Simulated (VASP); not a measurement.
A run of VASP 6.6.1 is set up as follows.

Contents of INCAR:

```
SYSTEM = TiO2
PREC     = Accurate       ! precision mode
ENCUT    = 520            ! plane-wave cutoff, eV
EDIFF    = 1E-7           ! SCF threshold, eV
ISMEAR   = 0              ! smearing method
SIGMA    = 0.05           ! smearing width, eV
LREAL    = .False.        ! projectors in reciprocal space
LASPH    = .True.         ! aspherical terms in the spheres
NELM     = 100            ! most SCF steps
ALGO     = Normal         ! electronic algorithm
ISIF     = 2              ! what is computed and relaxed
LWAVE    = .False.        ! write WAVECAR
LCHARG   = .False.        ! write CHGCAR
GGA      = CA             ! functional
NBANDS   = 33             ! bands
```

File KPOINTS:

```
regular mesh
0
Gamma
  8 8 6
  0 0 0
```

Contents of POSCAR:

```
TiO2
1.0
    2.6439701434     -2.6439844221     -0.0191661317
    2.6439701434      2.6439844221     -0.0191661317
   -2.6076207123      0.0000000000      4.6763766897
Ti O
2 4
Direct
    0.1250838811      0.8749161189      0.2500000000
    0.8749161189      0.1250838811      0.7500000000
    0.3329229847      0.0831208130      0.6659429413
    0.6670770153      0.9168791870      0.3340570587
    0.9168791870      0.6670770153      0.8340570587
    0.0831208130      0.3329229847      0.1659429413
```

Potentials or basis: VASP PAW LDA potentials, release 64 (Ti_sv, O).

Launch:

```sh
$ cat potpaw_LDA.64/Ti_sv/POTCAR potpaw_LDA.64/O/POTCAR > POTCAR
$ mpirun -np 1 vasp_std > vasp.out
```

Question: What does it give for the largest force?

Answer: 0.366 eV/Å.

Question: Estimate the band gap on the k mesh.

Answer: 2.12 eV, indirect (least direct gap 2.43 eV).

Stress tensor (GPa, compression positive):
```
3.63 0.00 0.00
0.00 3.63 0.00
0.00 0.00 8.46
```

Caveat: the cell differs from its parent crystal (strain -0.0150 x Voigt [0, 0, 1, 0, 0, 0]). A k mesh can miss the band edges.
